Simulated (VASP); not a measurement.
Cs, 2 atoms in the cell. The structure is cubic, space group Fd-3m (No. 227). The conventional cell has a = 11.035 Å, b = 11.035 Å, c = 11.035 Å, α = 90.00°, β = 90.00°, γ = 90.00°. This isn't the form of Cs at room conditions, which is bcc.

- Program: VASP 6.6.1
- Task: single point
- Functional: PBE
- Potentials or basis: VASP PAW PBE potentials, release 64 (Cs_sv)
- Cutoff: 520 eV
- k mesh: 6 × 6 × 6
- Occupations: fermi-dirac, width 0.08 eV
- Spin: no spin polarisation
- Dipole correction: no
- Further INCAR settings: ALGO = Normal; EDIFF = 1e-07; NBANDS = 16

Potentials or basis: VASP PAW PBE potentials, release 64 (Cs_sv).

Run with:

```console
$ cat potpaw_PBE.64/Cs_sv/POTCAR > POTCAR
$ mpirun -np 1 vasp_std > vasp.out
```

Hardware: 1 thread of Intel Xeon 8259CL, on a shared host.

Q: How long does it take, and how much memory?

A: Wall time 2.8 min on 1 thread of Intel Xeon 8259CL, with other jobs on the host, peak memory 0.49 GiB. Counts: scf iterations 13, k points 16.
